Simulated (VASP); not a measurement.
# AlCo (WC type) (P-6m2) in VASP: a series of runs, part 2 of 2

VASP 6.6.1.

### 3 Relaxation of cell and atoms, PBE, target pressure 0.03 GPa, at which the enthalpy is minimised

This run uses another cell than the first one, of 13.75 Å³/atom.

File INCAR:

```
SYSTEM = AlCo
PREC     = Accurate       ! precision mode
ENCUT    = 600            ! plane-wave cutoff, eV
EDIFF    = 1E-6           ! SCF threshold, eV
ISMEAR   = -1             ! smearing method
SIGMA    = 0.1            ! smearing width, eV
LREAL    = .False.        ! projectors in reciprocal space
LASPH    = .True.         ! aspherical terms in the spheres
NELM     = 100            ! most SCF steps
ALGO     = Normal         ! electronic algorithm
ISIF     = 3              ! what is computed and relaxed
LWAVE    = .False.        ! write WAVECAR
LCHARG   = .False.        ! write CHGCAR
GGA      = PE             ! functional
IBRION   = 2              ! ionic algorithm
NSW      = 60             ! ionic steps
EDIFFG   = -0.005         ! ionic threshold
PSTRESS  = 0.3
```

File KPOINTS:

```
regular mesh
0
Gamma
  14 14 12
  0 0 0
```

File POSCAR:

```
AlCo
1.0
    3.1884138222      0.0000000000      0.0000000000
   -1.5942069111      2.7612473678      0.0000000000
    0.0000000000      0.0000000000      3.1246455458
Co Al
1 1
Direct
    0.0000000000      0.0000000000      0.0000000000
    0.3333333333      0.6666666667      0.5000000000
```

Potentials or basis: VASP PAW PBE potentials, release 64 (Co, Al).

The run is started by

```sh
cat potpaw_PBE.64/Co/POTCAR potpaw_PBE.64/Al/POTCAR > POTCAR
mpirun -np 1 vasp_std > vasp.out
```

OUTCAR:

```text
SYSTEM = AlCo
   PREC = Accurate
   ENCUT = 600
   EDIFF = 1E-6
   ISMEAR = -1
   LREAL = .False.
   LASPH = .True.
   NELM = 100
   ISIF = 3
   GGA = PE
   IBRION = 2
   NSW = 60
   EDIFFG = -0.005
   PSTRESS = 0.3

 ion  position               nearest neighbor table
   1  0.000  0.000  0.000-   2 2.41   2 2.41   2 2.41   2 2.41   2 2.41   2 2.41
   2  0.333  0.667  0.500-   1 2.41   1 2.41   1 2.41   1 2.41   1 2.41   1 2.41

  LATTYP: Found a hexagonal cell.
 ALAT       =     3.1884138222
 C/A-ratio  =     0.9800000000

  Lattice vectors:

 A1 = (   3.1884138222,   0.0000000000,   0.0000000000)
 A2 = (  -1.5942069111,   2.7612473678,   0.0000000000)
 A3 = (   0.0000000000,   0.0000000000,   3.1246455458)

Analysis of symmetry for initial positions (statically):
=====================================================================
 Subroutine PRICEL returns:
 Original cell was already a primitive cell.

 Routine SETGRP: Setting up the symmetry group for a
 hexagonal supercell.

 Subroutine GETGRP returns: Found 12 space group operations
 (whereof 12 operations were pure point group operations)
 out of a pool of 24 trial point group operations.

The static configuration has the point symmetry D_3h.

Analysis of symmetry for dynamics (positions and initial velocities):
=====================================================================
 Subroutine PRICEL returns:
 Original cell was already a primitive cell.

 Routine SETGRP: Setting up the symmetry group for a
 hexagonal supercell.

 Subroutine GETGRP returns: Found 12 space group operations
 (whereof 12 operations were pure point group operations)
 out of a pool of 24 trial point group operations.

The dynamic configuration has the point symmetry D_3h.

 Subroutine INISYM returns: Found 12 space group operations
 (whereof 12 operations are pure point group operations),
 and found     1 'primitive' translations

----------------------------------------------------------------------------------------

                                     Primitive cell

  volume of cell :      27.5094

[... 133 lines left out ...]
  ext. energy  EPLUGINS =         0.00000000
  ---------------------------------------------------
  free energy    TOTEN  =       -11.01308156 eV

  energy without entropy =      -10.94959148  energy(sigma->0) =      -10.98133652

------------------------ aborting loop because EDIFF is reached ----------------------------------------

  FORCE on cell =-STRESS in cart. coord.  units (eV):
  Direction    XX          YY          ZZ          XY          YZ          ZX
  --------------------------------------------------------------------------------------
  -------------------------------------------------------------------------------------
  Total       -1.2174680     -1.2174680     -0.1865333      0.0000000      0.0000000      0.0000000
  in kB      -70.9067157    -70.9067157    -10.8639099      0.0000000      0.0000000      0.0000000
  external PRESSURE =     -51.1924471 kB  Pullay stress =       0.3000000 kB
[... 97 lines left out ...]
  energy  without entropy=      -10.9967558952  energy(sigma->0) =      -11.02540813

  enthalpy is  TOTEN    =       -11.0492529013 eV   P V=        0.0048074558

 E-fermi :  10.4367     XC(G=0): -12.2794

 val. band max:       10.4282963205   @ k =   0.3571   0.0714   0.2500
 cond. band min:      10.4387647596   @ k =   0.2857   0.1429   0.2500
 fundamental gap:      0.0104684391
 Fermi energy:        10.4366672857

 k-point     1 :       0.0000    0.0000    0.0000
  band No.  band energies     occupation
      1      -0.6470      2.00000
      2       6.9987      2.00000
      3       9.0163      2.00000
      4       9.0163      2.00000
      5       9.2588      1.99998
      6       9.8698      1.99312
      7       9.8698      1.99312
      8      14.5017      0.00000
      9      24.0825      0.00000
     10      24.0825      0.00000
[... 287 lines left out ...]
 k-point    24 :       0.3571    0.2857    0.0000
  band No.  band energies     occupation
      1       6.2961      2.00000
      2       6.9218      2.00000
      3       7.3811      2.00000
      4       8.0895      2.00000
      5       8.5117      2.00000
      6      10.7996      0.05171
      7      11.9556      0.00000
      8      12.4569      0.00000
      9      17.8546      0.00000
     10      19.9901      0.00000

 [... further k-points ...]

[... ionic steps 4 to 20 ...]

--------------------------------------- Ionic step       21  -------------------------------------------

 number of electron      12.0000001 magnetization

------------------------ aborting loop because EDIFF is reached ----------------------------------------
[... 71 lines left out ...]
--------------------------------------- Ionic step       23  -------------------------------------------

 number of electron      12.0000000 magnetization

 Free energy of the ion-electron system (eV)
  ---------------------------------------------------
  ext. energy  EPLUGINS =         0.00000000
  ---------------------------------------------------
  free energy    TOTEN  =       -11.45979640 eV

  energy without entropy =      -11.39634082  energy(sigma->0) =      -11.42806861

 E-fermi :   9.6675     XC(G=0): -12.0009

 val. band max:        9.6653386297   @ k =   0.2857   0.1429   0.2500
 cond. band min:       9.6773825790   @ k =   0.2143   0.2143   0.2500
 fundamental gap:      0.0120439493
 Fermi energy:         9.6675357276

 k-point     1 :       0.0000    0.0000    0.0000
  band No.  band energies     occupation
      1      -1.0079      2.00000
      2       6.5095      2.00000
      3       8.3651      2.00000
      4       8.3651      2.00000
      5       8.6516      1.99992
      6       9.1384      1.98998
      7       9.1384      1.98998
      8      13.6257      0.00000
      9      22.8386      0.00000
     10      22.8386      0.00000
[... 332 lines left out ...]
  energy  without entropy=      -11.3963408241  energy(sigma->0) =      -11.42806861

  enthalpy is  TOTEN    =       -11.4552225205 eV   P V=        0.0045738792

 reached required accuracy - stopping structural energy minimisation
```

Run time: 7.5 min. Hardware: 1 thread of AMD EPYC 9R45 (Zen 5), shared host; peak memory 0.21 GiB.

Results:

* Free energy: -11.4598 eV
* Relaxed volume: 12.21 Å³/atom
* Relaxed cell: a = 2.731 Å, b = 2.731 Å, c = 3.781 Å, α = 90.00°, β = 90.00°, γ = 120.00°
* Space group after relaxing (to 0.1 Å): P-6m2 (No. 187)
* Energy change on relaxing (the run minimises the enthalpy): -223.4 meV/atom
* Ionic steps: 23
* Pressure after relaxing: 0.1 GPa
* Band gap on the k mesh: zero (bands 6 and 7 overlap by 1.57 eV)

Step by step:
| step | energy change (eV) | largest force (eV/Å) | pressure (GPa) | volume (Å³) |
| --- | --- | --- | --- | --- |
| 1 | 0.0000 | 0.0000 | -5.09 | 27.51 |
| 2 | -0.0408 | 0.0000 | 2.55 | 25.79 |
| 3 | -0.0410 | 0.0000 | 3.16 | 25.67 |
| 4 | -0.0805 | 0.0000 | 4.35 | 25.29 |
| 5 | -0.2127 | 0.0000 | 9.01 | 24.07 |
| 6 | -0.1938 | 0.0000 | 29.47 | 21.30 |
| 7 | -0.2888 | 0.0000 | 16.03 | 22.82 |
| 8 | -0.2685 | 0.0000 | 23.08 | 21.92 |
| 9 | -0.2857 | 0.0000 | 20.23 | 22.24 |
| 10 | -0.3025 | 0.0000 | 19.71 | 22.25 |
| 11 | -0.3317 | 0.0000 | 18.38 | 22.25 |
| 12 | -0.2757 | 0.0000 | 17.65 | 22.19 |
| 13 | -0.3334 | 0.0000 | 18.03 | 22.25 |
| 14 | -0.3549 | 0.0000 | 15.97 | 22.45 |
| 15 | -0.4049 | 0.0000 | 10.31 | 23.06 |
| 16 | -0.4462 | 0.0000 | 0.88 | 24.32 |
| 17 | -0.4465 | 0.0000 | 0.23 | 24.42 |
| 18 | -0.4465 | 0.0000 | -0.05 | 24.47 |
| 19 | -0.4465 | 0.0000 | -0.09 | 24.47 |
| 20 | -0.4466 | 0.0000 | -0.15 | 24.47 |
| 21 | -0.4467 | 0.0000 | -0.23 | 24.47 |
| 22 | -0.4467 | 0.0000 | -0.06 | 24.44 |
| 23 | -0.4467 | 0.0000 | 0.05 | 24.43 |

Final structure:
```yaml
crystal:
  lattice:
    - [2.73117, 0.00000, 0.00000]
    - [-1.36559, 2.36526, 0.00000]
    - [0.00000, 0.00000, 3.78134]
  atoms:
    - { symbol: Co, position: [0.00000, 0.00000, 0.00000] }
    - { symbol: Al, position: [0.33333, 0.66667, 0.50000] }
```

Caveat: the cell is relaxed towards a set pressure, so the run minimises the enthalpy, not the energy; a cell axis changed by over 15 % at a fixed basis, so the end point is rough; the run has no spin polarisation, though such a crystal can be magnetic.
